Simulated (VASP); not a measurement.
Wanted: the native input for a VASP 6.6.1 run.

- Task: single point
- Functional: LDA
- Potentials or basis: VASP PAW LDA potentials, release 64 (Ni)
- Cutoff: 600 eV
- k mesh: 8 × 8 × 8
- Occupations: gaussian, width 0.1 eV
- Spin: collinear spin, ferromagnetic start
- Starting moments: [0.7] μB
- Dipole correction: no
- Further INCAR settings: ALGO = Normal; EDIFF = 1e-06; NBANDS = 15

The structure of Ni lies in POSCAR:

```
Ni
1.0
    0.0000000000      1.7350000000      1.7350000000
    1.7350000000      0.0000000000      1.7350000000
    1.7350000000      1.7350000000      0.0000000000
Ni
1
Direct
    0.0000000000      0.0000000000      0.0000000000
```

The input as run:

INCAR

```
PREC     = Accurate       # precision mode
ENCUT    = 600            # plane-wave cutoff, eV
EDIFF    = 1E-6           # SCF threshold, eV
ISMEAR   = 0              # smearing method
SIGMA    = 0.1            # smearing width, eV
LREAL    = F              # projectors in reciprocal space
LASPH    = T              # aspherical terms in the spheres
NELM     = 200            # most SCF steps
ALGO     = Normal         # electronic algorithm
ISIF     = 2              # what is computed and relaxed
LWAVE    = F              # write WAVECAR
LCHARG   = F              # write CHGCAR
ISPIN    = 2              # spin polarisation
MAGMOM   = 0.7            # initial moments
LORBIT   = 11             # projections on sites
LMAXMIX  = 4              # l up to which the mixer works
NBANDS   = 15             # bands
GGA_COMPAT= F
```

KPOINTS

```
regular mesh
0
Gamma
  8 8 8
```

Potentials or basis: VASP PAW LDA potentials, release 64 (Ni).

Run with:

```console
$ cat potpaw_LDA.64/Ni/POTCAR > POTCAR
$ mpirun -np 1 vasp_std > vasp.out
```

It gave:

```json
{
  "Pressure": "-9.0 GPa",
  "Net moment": "0.70 μB per cell",
  "Site moments": "Ni +0.70 μB",
  "Valence electrons inside the program's atomic spheres": "Ni 9.39"
}
```

Caveat: the k points lie up to 0.39 Å⁻¹ apart.

It took 12 s on 1 thread of Intel(R) Xeon(R) Platinum 8259CL CPU @ 2.50GHz (Skylake/Cascade Lake), with other jobs on the host, peak memory 0.12 GiB.
